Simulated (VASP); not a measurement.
AlPt: single point with PBEsol

AlPt:

```xyz
2
Lattice="3.0606 0.0000 0.0000 0.0000 3.0606 0.0000 0.0000 0.0000 3.0606" Properties=species:S:1:pos:R:3 pbc="T T T"
Pt    0.0000    0.0000    0.0000
Al    1.5303    1.5303    1.5303
```

```yaml
Program: VASP 6.6.1
Task: single point
Functional: PBEsol
Potentials_or_basis: VASP PAW PBE potentials, release 64 (Pt, Al)
Cutoff: 520 eV
k_mesh: 16 × 16 × 16
Occupations: methfessel-paxton, width 0.1 eV
Spin: no spin polarisation
Dipole_correction: no
Further_INCAR_settings: ALGO = Normal; EDIFF = 1e-06; NBANDS = 14
```

```json
{
 "Pressure": "-0.1 GPa"
}
```

Levels at points of the mesh, in eV from the Fermi level:
| k point | band 4 | band 5 | band 6 | band 7 | band 8 | band 9 | band 10 | band 11 |
| --- | --- | --- | --- | --- | --- | --- | --- | --- |
| (0.00, 0.00, 0.00) | -2.72 | -2.72 | -2.72 | 3.88 | 3.88 | 3.88 | 9.13 | 9.13 |
| (0.50, 0.00, 0.00) | -4.21 | -4.21 | -2.52 | -0.93 | 6.04 | 8.61 | 8.61 | 10.43 |
| (0.50, 0.50, 0.00) | -3.86 | -3.25 | -3.25 | -1.44 | 1.00 | 3.58 | 8.57 | 12.22 |
| (0.50, 0.50, 0.50) | -1.36 | -1.36 | 0.71 | 1.71 | 1.71 | 1.71 | 4.94 | 6.18 |

It took 21 s on 1 thread of Intel(R) Xeon(R) Platinum 8259CL CPU @ 2.50GHz (Skylake/Cascade Lake), on a shared host, peak memory 0.19 GiB.

Caveat: the PAW data sets were made with another functional, which shifts forces and pressure a little; spin-orbit coupling is left out, which moves the levels of the heavy elements.
